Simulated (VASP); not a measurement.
A run of VASP 6.6.1 is set up as follows.

The input POSCAR:

```
Co
1.0
    2.7631482383      0.0000000000      0.0000000000
    0.0000000000      2.7631482383      0.0000000000
    0.0000000000      0.0000000000      2.7631482383
Co
2
Direct
    0.0000000000      0.0000000000      0.0000000000
    0.5000000000      0.5000000000      0.5000000000
```

Contents of INCAR.step1:

```
SYSTEM = Co
PREC = Accurate ; ENCUT = 520
ISMEAR = -1 ; SIGMA = 0.05
LREAL = .FALSE. ; LASPH = .TRUE.
NELM = 150 ; ISPIN = 2
MAGMOM = 1.194 -1.194 ; LMAXMIX = 4
NBANDS = 20 ; GGA = PE
ALGO = Normal ; EDIFF = 1E-4
LWAVE = .TRUE. ; LCHARG = .FALSE.
```

Contents of INCAR.step2:

```
SYSTEM = Co
PREC = Accurate ; ENCUT = 520
EDIFF = 1E-7 ; ISMEAR = -1
SIGMA = 0.05 ; LREAL = .FALSE.
LASPH = .TRUE. ; NELM = 150
ALGO = Normal ; ISIF = 2
LWAVE = .FALSE. ; LCHARG = .FALSE.
ISPIN = 2 ; MAGMOM = 1.194 -1.194
LORBIT = 11 ; LMAXMIX = 4
METAGGA = R2SCAN ; LMIXTAU = .TRUE.
NBANDS = 20 ; ISTART = 1
```

File KPOINTS:

```
regular mesh
0
G
  19 19 19
  0 0 0
```

Potentials or basis: VASP PAW PBE potentials, release 64 (Co).

Run with:

```console
$ cat potpaw_PBE.64/Co/POTCAR > POTCAR
$ cp INCAR.step1 INCAR
$ mpirun -np 1 vasp_std > vasp.out
$ cp INCAR.step2 INCAR
$ mpirun -np 1 vasp_std > vasp.out
```

Predict the net moment.

0.00 μB per cell.

Estimate the site moments.

Co +1.19, -1.19 μB.

Caveat: the antiferromagnetic order is the one typed at the start, and another may lie lower.
